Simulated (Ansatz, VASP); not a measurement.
Two plane-wave programs on MnO2

File INCAR:

```
  PREC = Accurate
  ENCUT = 520
  EDIFF = 1E-7
  ISMEAR = -1
  SIGMA = 0.05
  LREAL = False
  LASPH = True
  NELM = 150
  ALGO = Normal
  ISIF = 2
  LWAVE = False
  LCHARG = True
  ISPIN = 2
  MAGMOM = 4 4 0 0 0 0
  LORBIT = 11
  LMAXMIX = 4
  GGA = CA
  LELF = True
  LVHAR = True
  NBANDS = 38
```

File KPOINTS:

```
Automatic mesh
0
Gamma
  9 7 5
```

File POSCAR:

```
MnO2
1.0
    2.9041580000      0.0000000000      0.0000000000
    0.0000000000      3.8448100000      0.0000000000
    0.0000000000      0.0000000000      6.1642640000
Mn O
2 4
Direct
    0.5000000000      0.5000000000      0.3433015000
    0.0000000000      0.0000000000      0.6566985000
    0.5000000000      0.0000000000      0.8375675000
    0.0000000000      0.5000000000      0.1624325000
    0.5000000000      0.0000000000      0.4217995000
    0.0000000000      0.5000000000      0.5782005000
```

input.yaml

```yaml
crystal:
  lattice:
    - [2.904158, 0.0, 0.0]
    - [0.0, 3.84481, 0.0]
    - [0.0, 0.0, 6.164264]
  atoms:
    - { symbol: Mn, position: [0.5, 0.5, 0.3433015], spin: 4.0 }
    - { symbol: Mn, position: [0.0, 0.0, 0.6566985], spin: 4.0 }
    - { symbol: O, position: [0.5, 0.0, 0.8375675] }
    - { symbol: O, position: [0.0, 0.5, 0.1624325] }
    - { symbol: O, position: [0.5, 0.0, 0.4217995] }
    - { symbol: O, position: [0.0, 0.5, 0.5782005] }
hamiltonian:
  xc: lda
  pseudopotentials: { kind: paw }
magnetization:
  spin_polarized: true
kpoints:
  mp_grid: { grid: [9, 7, 5] }
scf:
  occupations: { method: fermi_dirac, width: 0.05 }
  n_extra_bands: 15
output:
  forces: true
  stress: true
  eigenvalues: true
  dos: { projected: true, de: 0.05, nscf_kmesh: { grid: [14, 11, 8] } }
```

Alike in both runs: functional LDA; k mesh 9 × 7 × 5; occupations fermi-dirac, width 0.05 eV; collinear spin.

```csv
,VASP,Ansatz
version,VASP 6.6.1,Ansatz 0.2.0
potentials or method,"VASP PAW LDA potentials, release 64 (Mn_pv, O)",Ansatz PAW
plane-wave cutoff (eV),520,420
valence electrons in the cell,50,54
task,single point,projected density of states
```

|  | VASP | Ansatz | Ansatz less VASP |
| --- | --- | --- | --- |
| gap on the k mesh at the Fermi level (eV) | none | none | - |
| pressure (GPa) | -18.7 | -19.4 | -0.74 |
| traceless stress, the component that is largest in VASP (GPa) | -5.60 | -6.08 | -0.481 |
| rms of the force components (eV/Å) | 0.504 | 0.554 | +0.0499 |
| net moment per atom (μB) | 1.00 | 1.00 | 0.000 |
| size of the moment on the site where the two differ most (μB) | 2.72 | 2.38 | -0.343 |

LDA's correlation is that of Perdew and Zunger in VASP and of Perdew and Wang (1992) in Ansatz. Site moments also hang on the region over which each program counts them. Atom by atom the forces differ by 0.053 eV/Å (rms over components). A gap of «none» marks a metal or a gap that the smearing closes. VASP's potentials hold 50 valence electrons a cell and Ansatz's 54, so a difference there can come from the potentials and not from the codes.
